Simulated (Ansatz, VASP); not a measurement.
**Os: VASP beside Ansatz**

```
Os
1.0
     2.74613    0.00000    0.00000
    -1.37307    2.37822    0.00000
     0.00000    0.00000    4.32631
Os
2
Direct
  0.33333 0.66667 0.25000
  0.66667 0.33333 0.75000
```

Alike in both runs: task single point; functional PBE; k mesh 6 × 6 × 4; occupations gaussian, width 0.21 eV; no spin polarisation.

```csv
,VASP,Ansatz
version,VASP 6.6.1,Ansatz 0.2.0
potentials or method,"VASP PAW PBE potentials, release 64 (Os), cutoff 600 eV","scalar-relativistic, plane waves, PAW"
valence electrons in the cell,16,32
```

VASP gave:

```
gap on the k mesh at the Fermi level (eV)                     : none
pressure (GPa)                                                : 5.2
traceless stress, the component that is largest in VASP (GPa) : -2.66
```

Problem. Estimate Ansatz's values.

Solution. gap on the k mesh at the Fermi level (eV): none; pressure (GPa): 5.2; traceless stress, the component that is largest in VASP (GPa): -2.57.

A gap of «none» marks a metal or a gap that the smearing closes. VASP's potentials hold 16 valence electrons a cell and Ansatz's 32, so a difference there can come from the potentials and not from the codes.

The k mesh is coarse, so the values compare programs but aren't converged. Neither program's run includes spin-orbit coupling.
